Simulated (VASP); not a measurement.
Write the native input for VASP 6.6.1 that does the following.

* Task: relaxation of cell and atoms
* Functional: PBE
* Potentials or basis: VASP PAW PBE potentials, release 64 (Hf_pv, W_sv)
* Cutoff: 600 eV
* k mesh: 6 × 6 × 4
* Occupations: gaussian, width 0.1 eV
* Spin: no spin polarisation
* Dipole correction: no
* Further INCAR settings: ALGO = Normal; EDIFF = 1e-06; IBRION = 2; EDIFFG = -0.04; NSW = 90; ISIF = 3

The structure of HfW lies in POSCAR:

```
HfW
1.0
    5.2630305698      0.0000000000      0.0000000000
   -2.6315152849      4.5579181743      0.0000000000
    0.0000000000      0.0000000000      4.2463087552
Hf W
3 3
Direct
    0.5000000000      0.0000000000      0.0000000000
    0.5000000000      0.5000000000      0.0000000000
    0.0000000000      0.5000000000      0.0000000000
    0.0000000000      0.0000000000      0.0000000000
    0.3333333333      0.6666666667      0.5000000000
    0.6666666667      0.3333333333      0.5000000000
```

One way to write it, as run:

INCAR

```
  ALGO = Normal
  EDIFF = 1E-6
  EDIFFG = -0.04
  ENCUT = 600
  GGA = PE
  IBRION = 2
  ISIF = 3
  ISMEAR = 0
  LASPH = T
  LCHARG = F
  LREAL = F
  LWAVE = F
  NELM = 100
  NSW = 90
  PREC = Accurate
  SIGMA = 0.1
```

KPOINTS

```
k-points
0
Gamma
  6 6 4
```

Potentials or basis: VASP PAW PBE potentials, release 64 (Hf_pv, W_sv).

Run with:

```console
$ cat potpaw_PBE.64/Hf_pv/POTCAR potpaw_PBE.64/W_sv/POTCAR > POTCAR
$ mpirun -np 1 vasp_std > vasp.out
```

Results of the run:

The relaxed volume is 21.96 Å³/atom, the relaxed cell is a = 5.844 Å, b = 5.844 Å, c = 4.454 Å, α = 90.00°, β = 90.00°, γ = 120.00° and the space group after relaxing (to 0.05 Å) is P6/mmm (No. 191). The energy gained by relaxing is 672.8 meV/atom and the ionic steps are 7. The pressure after relaxing is 0.1 GPa and the band gap on the k mesh is zero (band 36 reaches 5.86 eV, above the bottom of band 37 at 5.18 eV).

Caveat: the k points lie up to 0.35 Å⁻¹ apart in the final cell; the volume moved by over 15 % at a fixed basis, so the end points are rough; spin-orbit coupling is left out, which moves the levels of the heavy elements.

It took 11 min on 1 thread of Intel(R) Xeon(R) Platinum 8488C (Sapphire Rapids) (shared host), peak memory 0.31 GiB.
